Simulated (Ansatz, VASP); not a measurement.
**One calculation of Zn, two programs**

The input INCAR:

```
PREC = Accurate ; ENCUT = 520
EDIFF = 1E-6 ; ISMEAR = -1
SIGMA = 0.1 ; LREAL = F
LASPH = T ; NELM = 80
ALGO = Normal ; ISIF = 2
LWAVE = F ; LCHARG = F
LDIPOL = T ; IDIPOL = 3
DIPOL = 0.5 0.5 0.500 ; GGA = CA
NBANDS = 25
```

Contents of KPOINTS:

```
Automatic mesh
0
Gamma
  16 16 1
```

POSCAR

```
Zn
1.0
    2.5745889077      0.0000000000      0.0000000000
   -1.2872944539      2.2296593984      0.0000000000
    0.0000000000      0.0000000000     20.7136000000
Zn
3
Direct
    0.0000000000      0.0000000000      0.3880181009
    0.3333333333      0.6666666667      0.4999999892
    0.0000000000      0.0000000000      0.6119819100
```

Input for Ansatz:

```yaml
crystal:
  lattice:
    - [2.5745889077, 0.0, 0.0]
    - [-1.2872944539, 2.2296593984, 0.0]
    - [0.0, 0.0, 20.7136]
  atoms:
    - { symbol: Zn, position: [0.0, 0.0, 0.3880181009] }
    - { symbol: Zn, position: [0.3333333333, 0.6666666667, 0.4999999892] }
    - { symbol: Zn, position: [0.0, 0.0, 0.61198191] }
  periodic: [true, true, false]
kpoints:
  mp_grid: { grid: [16, 16, 1] }
scf:
  occupations: { method: fermi_dirac, width: 0.1 }
hamiltonian:
  xc: lda
  pseudopotentials: { kind: paw }
output:
  forces: true
  stress: true
  eigenvalues: true
```

Alike in both runs: task single point; functional LDA; k mesh 16 × 16 × 1; occupations fermi-dirac, width 0.1 eV; no spin polarisation.

|  | VASP | Ansatz |
| --- | --- | --- |
| version | VASP 6.6.1 | Ansatz 0.2.0 |
| potentials or method | VASP PAW LDA potentials, release 64 (Zn) | PAW with Ansatz's default frozen-core files, scalar-relativistic |
| plane-wave cutoff (eV) | 520 | 420 |
| valence electrons in the cell | 36 | 36 |

|  | VASP | Ansatz | Ansatz less VASP |
| --- | --- | --- | --- |
| rms of the force components (eV/Å) | 0.010 | 0.002 | -0.0085 |

LDA's correlation is that of Perdew and Zunger in VASP and of Perdew and Wang (1992) in Ansatz. Atom by atom the forces differ by 0.009 eV/Å (rms over components). Ansatz's warnings: slab cell height set.
